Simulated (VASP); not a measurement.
The system is TbW.

```xyz
2
Lattice="0.0000 3.0710 3.0710 3.0710 0.0000 3.0710 3.0710 3.0710 0.0000" Properties=species:S:1:pos:R:3 pbc="T T T"
Tb    1.5355    1.5355    1.5355
W     0.0000    0.0000    0.0000
```

The cell was generated, and may not be a known phase.

* Program: VASP 6.6.1
* Task: relaxation of cell and atoms
* Functional: PBE
* Potentials or basis: VASP PAW PBE potentials, release 64 (Tb_3, W_sv), 4f in core
* Cutoff: 500 eV
* k mesh: 6 × 6 × 6
* Occupations: gaussian, width 0.2 eV
* Spin: no spin polarisation

At the start: pressure 5.5 GPa; volume 28.96 Å³/atom.

Where does the relaxation end?

Over 3 steps the energy falls by 52.0 meV/atom and the volume is 32.35 Å³/atom (+11.7 %); space group F-43m (No. 216, to 0.1 Å) before and after.

The path:
| step | energy change (eV) | largest force (eV/Å) | pressure (GPa) | volume (Å³) |
| --- | --- | --- | --- | --- |
| 1 | 0.0000 | 0.0000 | 5.45 | 57.93 |
| 2 | -0.0982 | 0.0000 | -0.97 | 66.58 |
| 3 | -0.1039 | 0.0000 | 0.03 | 64.70 |

Final structure:
```cif
data_structure
_symmetry_space_group_name_H-M 'P 1'
_symmetry_Int_Tables_number 1
_cell_length_a 4.5062
_cell_length_b 4.5062
_cell_length_c 4.5062
_cell_angle_alpha 60.000
_cell_angle_beta 60.000
_cell_angle_gamma 60.000
_cell_volume 64.70
loop_
_atom_site_label
_atom_site_type_symbol
_atom_site_fract_x
_atom_site_fract_y
_atom_site_fract_z
_atom_site_occupancy
Tb1 Tb 0.25000 0.25000 0.25000 1
W1 W 0.00000 0.00000 0.00000 1
```
